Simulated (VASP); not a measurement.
# Au (I4/mmm) in VASP: single point with r2SCAN

Aim: the single point of Au with r2SCAN.

Everything below comes from runs of VASP 6.6.1. Logs are shortened: lines on timing, memory, paths and dates and some standing lists are left out, and cuts for length are marked.

**1. The cell of the first run**

It takes space group I4/mmm (No. 139, tetragonal). Conventional cell: a = 3.593 Å, b = 3.593 Å, c = 2.786 Å, α = 90.00°, β = 90.00°, γ = 90.00°. Au (site symmetry 4/mmm) has 14 Au at 2.79 to 3.59 Å within 3.7 Å.

**2. Single point, r2SCAN**

The input, POSCAR:

```
Au
1.0
   -1.7963137257      1.7963137257      1.3928460231
    1.7963137257     -1.7963137257      1.3928460231
    1.7963137257      1.7963137257     -1.3928460231
Au
1
Direct
    0.0000000000      0.0000000000      0.0000000000
```

The input, INCAR.step1:

```
SYSTEM = Au
  PREC = Accurate
  ENCUT = 520
  ISMEAR = 0
  SIGMA = 0.1
  LREAL = .False.
  LASPH = .True.
  NELM = 100
  NBANDS = 12
  GGA = PE
  ALGO = Normal
  EDIFF = 1E-4
  LWAVE = .True.
  LCHARG = .False.
```

The input, INCAR.step2:

```
SYSTEM = Au
  PREC = Accurate
  ENCUT = 520
  EDIFF = 1E-7
  ISMEAR = 0
  SIGMA = 0.1
  LREAL = .False.
  LASPH = .True.
  NELM = 100
  ALGO = Normal
  ISIF = 2
  LWAVE = .False.
  LCHARG = .False.
  METAGGA = R2SCAN
  LMIXTAU = .True.
  NBANDS = 12
  ISTART = 1
```

The input, KPOINTS:

```
regular mesh
0
Gamma
  8 8 8
  0 0 0
```

Potentials or basis: VASP PAW PBE potentials, release 64 (Au).

Run with:

```console
$ cat potpaw_PBE.64/Au/POTCAR > POTCAR
$ cp INCAR.step1 INCAR
$ mpirun -np 1 vasp_std > vasp.out
$ cp INCAR.step2 INCAR
$ mpirun -np 1 vasp_std > vasp.out
```

OUTCAR:

```text
SYSTEM = Au
   PREC = Accurate
   ENCUT = 520
   EDIFF = 1E-7
   ISMEAR = 0
   LREAL = .False.
   LASPH = .True.
   NELM = 100
   ISIF = 2
   METAGGA = R2SCAN
   ISTART = 1

 ion  position               nearest neighbor table
   1  0.000  0.000  0.000-

  LATTYP: Found a body centered tetragonal cell.
 ALAT       =     3.5926274514
 C/A-ratio  =     0.7753912934

  Lattice vectors:

 A1 = (  -1.7963137257,   1.7963137257,   1.3928460231)
 A2 = (   1.7963137257,  -1.7963137257,   1.3928460231)
 A3 = (   1.7963137257,   1.7963137257,  -1.3928460231)

Analysis of symmetry for initial positions (statically):
=====================================================================
 Subroutine PRICEL returns:
 Original cell was already a primitive cell.

 Routine SETGRP: Setting up the symmetry group for a
 body centered tetragonal supercell.

 Subroutine GETGRP returns: Found 16 space group operations
 (whereof 16 operations were pure point group operations)
 out of a pool of 16 trial point group operations.

The static configuration has the point symmetry D_4h.

Analysis of symmetry for dynamics (positions and initial velocities):
=====================================================================
 Subroutine PRICEL returns:
 Original cell was already a primitive cell.

 Routine SETGRP: Setting up the symmetry group for a
 body centered tetragonal supercell.

 Subroutine GETGRP returns: Found 16 space group operations
 (whereof 16 operations were pure point group operations)
 out of a pool of 16 trial point group operations.

The dynamic configuration has the point symmetry D_4h.

 Subroutine INISYM returns: Found 16 space group operations
 (whereof 16 operations are pure point group operations),
 and found     1 'primitive' translations

----------------------------------------------------------------------------------------

                                     Primitive cell

  volume of cell :      17.9774

  direct lattice vectors                    reciprocal lattice vectors
    -1.796313726  1.796313726  1.392846023     0.000000000  0.278347815  0.358977225
     1.796313726 -1.796313726  1.392846023     0.278347815  0.000000000  0.358977225
     1.796313726  1.796313726 -1.392846023     0.278347815  0.278347815  0.000000000

  length of vectors
     2.897154819  2.897154819  2.897154819     0.454249000  0.454249000  0.393643255

  position of ions in fractional coordinates (direct lattice)
     0.000000000  0.000000000  0.000000000

  ion indices of the primitive-cell ions
   primitive index   ion index
                 1           1

----------------------------------------------------------------------------------------

 KPOINTS: regular mesh

Automatic generation of k-mesh.
 Grid dimensions read from file:
 generate k-points for:    8    8    8

 Generating k-lattice:

  Cartesian coordinates                     Fractional coordinates (reciprocal lattice)
     0.000000000  0.034793477  0.044872153     0.125000000 -0.000000000  0.000000000
     0.034793477  0.000000000  0.044872153    -0.000000000  0.125000000  0.000000000
     0.034793477  0.034793477  0.000000000     0.000000000  0.000000000  0.125000000

  Length of vectors
     0.056781125  0.056781125  0.049205407

  Shift w.r.t. Gamma in fractional coordinates (k-lattice)
     0.000000000  0.000000000  0.000000000

 Subroutine IBZKPT returns following result:
 ===========================================

 Found     59 irreducible k-points:

 Following reciprocal coordinates:
            Coordinates               Weight
  0.000000  0.000000  0.000000      1.000000
  0.125000  0.000000  0.000000      8.000000
  0.250000  0.000000  0.000000      8.000000
  0.375000  0.000000  0.000000      8.000000
  0.500000  0.000000  0.000000      4.000000
  0.125000  0.125000  0.000000      8.000000
[... 16 lines left out ...]
  0.250000  0.125000  0.125000     16.000000
  0.375000  0.125000  0.125000      8.000000
 [... further k-points ...]
   k-points           NKPTS =     59   k-points in BZ     NKDIM =     59   number of bands    NBANDS=     12
   number of dos      NEDOS =    301   number of ions     NIONS =      1
   total plane-waves  NPLWV =  13824
   dimension x,y,z NGX =    24 NGY =   24 NGZ =   24
   dimension x,y,z NGXF=    48 NGYF=   48 NGZF=   48
   ions per type =               1
   NGX,Y,Z   is equivalent  to a cutoff of  13.77, 13.77, 13.77 a.u.
   NGXF,Y,Z  is equivalent  to a cutoff of  27.54, 27.54, 27.54 a.u.
 SYSTEM =  Au
   PREC   = accura    normal or accurate (medium, high low for compatibility)
   ISTART =      1    job   : 0-new  1-cont  2-samecut
   ICHARG =      0    charge: 1-file 2-atom 10-const
   ISPIN  =      1    spin polarized calculation?
   LNONCOLLINEAR =      F non collinear calculations
   LSORBIT =      F    spin-orbit coupling
   LASPH  =      T    aspherical Exc in radial PAW
   ENCUT  =  520.0 eV  38.22 Ry    6.18 a.u.   5.39  5.39  5.39*2*pi/ulx,y,z
   NELM   =    100;   NELMIN=  2; NELMDL=  0     # of ELM steps
   EDIFF  = 0.1E-06   stopping-criterion for ELM
   LREAL  =      F    real-space projection
   EDIFFG = 0.1E-05   stopping-criterion for IOM
   NSW    =      0    number of steps for IOM
   IBRION =     -1    ionic relax: 0-MD 1-quasi-New 2-CG
   NFREE  =      0    steps in history (QN), initial steepest desc. (CG)
   ISIF   =      2    stress and relaxation
   ISYM   =      2    0-nonsym 1-usesym 2-fastsym
   POTIM  = 0.5000    time-step for ionic-motion
   TEBEG  =    0.0;   TEEND  =   0.0 temperature during run
   PSTRESS=    0.0 pullay stress
   NELECT =      11.0000    total number of electrons
   NUPDOWN=      -1.0000    fix difference up-down
   EMIN   =  10.00;   EMAX   =-10.00  energy-range for DOS
   EFERMI =   0.00;   METHOD = LEGACY
   ISMEAR =     0;   SIGMA  =   0.10  broadening in eV -4-tet -1-fermi 0-gaus
   EFERMI_NEDOS =   21; number of points for ismear=-14 and -15
   IALGO  =     38    algorithm
   IMIX   =      4    mixing-type and parameters
     AMIX     =   0.40;   BMIX     =  1.00
     AMIX_MAG =   1.60;   BMIX_MAG =  1.00
  volume/ion in A,a.u.               =      17.98       121.32
  Fermi-wavevector in a.u.,A,eV,Ry     =   1.389835  2.626407 26.281575  1.931641
  Thomas-Fermi vector in A             =   2.513828
   LORBIT       =      0    0 simple, 1 ext, 2 COOP (PROOUT), +10 PAW based schemes
   METAGGA = R2SCAN    functional components
   LHFCALC =     F    Hartree Fock is set to
   AEXX    =    0.0000 exact exchange contribution
   IVDW    =     0    specifies the selected vdW correction
   LEPSILON=     F    determine dielectric tensor
   LRPA    =     F    only Hartree local field effects (RPA)
 non-spin polarized calculation
 Gauss-broadening in eV      SIGMA  =   0.10
  energy-cutoff  :      520.00
  volume of cell :       17.98
 maximum number of plane-waves:       497
 NGX is ok and might be reduce to    24
   NGX = 11   NGY = 11   NGZ = 11

 number of electron      11.0000000 magnetization

 Free energy of the ion-electron system (eV)
  ---------------------------------------------------
  ext. energy  EPLUGINS =         0.00000000
  ---------------------------------------------------
  free energy    TOTEN  =       -50.53907543 eV

  energy without entropy =      -50.53479346  energy(sigma->0) =      -50.53693445

 E-fermi :   8.5885     XC(G=0): -13.2246

 val. band max:        8.5406106302   @ k =   0.5000   0.2500   0.0000
 cond. band min:       8.5993401222   @ k =   0.5000   0.5000   0.1250
 fundamental gap:      0.0587294920
 Fermi energy:         8.5885116233

 k-point     1 :       0.0000    0.0000    0.0000
  band No.  band energies     occupation
      1      -1.0779      2.00000
      2       2.7741      2.00000
      3       3.8008      2.00000
      4       4.5562      2.00000
      5       4.5562      2.00000
      6       5.9893      2.00000
      7      23.8000      0.00000
      8      23.8000      0.00000
      9      30.1309      0.00000
     10      31.5648      0.00000
     11      31.5648      0.00000
     12      31.9423      0.00000

 k-point     2 :       0.1250    0.0000    0.0000
  band No.  band energies     occupation
      1      -0.4296      2.00000
      2       2.9329      2.00000
      3       3.9689      2.00000
      4       4.4740      2.00000
      5       4.4850      2.00000
      6       5.8119      2.00000
      7      24.0108      0.00000
      8      24.4117      0.00000
      9      27.5144      0.00000
     10      30.1539      0.00000
     11      30.2698      0.00000
     12      32.5878      0.00000

 k-point     3 :       0.2500    0.0000    0.0000
  band No.  band energies     occupation
      1       1.1101      2.00000
      2       2.8331      2.00000
      3       3.9894      2.00000
      4       4.9296      2.00000
      5       5.1782      2.00000
      6       5.4945      2.00000
      7      22.1936      0.00000
      8      24.0587      0.00000
      9      24.5781      0.00000
     10      28.4240      0.00000
     11      28.4787      0.00000
     12      31.9736      0.00000
[... 286 lines left out ...]
 k-point    23 :       0.2500    0.1250    0.1250
  band No.  band energies     occupation
      1       2.1784      2.00000
      2       2.6687      2.00000
      3       4.0235      2.00000
      4       5.3044      2.00000
      5       6.0561      2.00000
      6       8.5151      1.70053
      7      16.4808      0.00000
      8      19.1590      0.00000
      9      20.7489      0.00000
     10      29.8538      0.00000
     11      31.7690      0.00000
     12      33.9156      0.00000

 k-point    24 :       0.3750    0.1250    0.1250
  band No.  band energies     occupation
      1       2.0854      2.00000
      2       2.3885      2.00000
      3       4.9418      2.00000
      4       5.2293      2.00000
      5       6.4430      2.00000
      6      11.4782      0.00000
      7      12.8918      0.00000
      8      18.4709      0.00000
      9      19.2697      0.00000
     10      29.9029      0.00000
     11      31.7808      0.00000
     12      33.5529      0.00000

 [... further k-points ...]
[... 5 lines left out ...]
  --------------------------------------------------------------------------------------
  -------------------------------------------------------------------------------------
  Total        0.0240645      0.0240645      0.0349284      0.0000000     -0.0000000      0.0000000
  in kB        2.1446713      2.1446713      3.1128769      0.0000000     -0.0000000      0.0000000
  external PRESSURE =       2.4674065 kB  Pullay stress =       0.0000000 kB

 VOLUME and BASIS-vectors are now :
 -----------------------------------------------------------------------------
  energy-cutoff  :      520.00
  volume of cell :       17.98
      direct lattice vectors                 reciprocal lattice vectors
    -1.796313726  1.796313726  1.392846023     0.000000000  0.278347815  0.358977225
     1.796313726 -1.796313726  1.392846023     0.278347815  0.000000000  0.358977225
     1.796313726  1.796313726 -1.392846023     0.278347815  0.278347815  0.000000000

 POSITION                                       TOTAL-FORCE (eV/Angst)
 -----------------------------------------------------------------------------------
      0.00000      0.00000      0.00000         0.000000      0.000000      0.000000
 -----------------------------------------------------------------------------------
    total drift:                                0.000000      0.000000      0.000000

  FREE ENERGIE OF THE ION-ELECTRON SYSTEM (eV)
  ---------------------------------------------------
  free  energy   TOTEN  =       -50.5390754311 eV

  energy  without entropy=      -50.5347934595  energy(sigma->0) =      -50.53693445
```

Run time: 27 s. Hardware: 1 thread of Intel Xeon Platinum 8488C (Sapphire Rapids), shared host; peak memory 0.15 GiB.

Results:

```
Free energy : -50.5391 eV
Pressure    : 0.2 GPa
```

Stress tensor (GPa, compression positive):
```
0.21 0.00 0.00
0.00 0.21 0.00
0.00 0.00 0.31
```

Caveat: the PAW data sets were made with another functional, which shifts forces and pressure a little; spin-orbit coupling is left out, which moves the levels of the heavy elements.
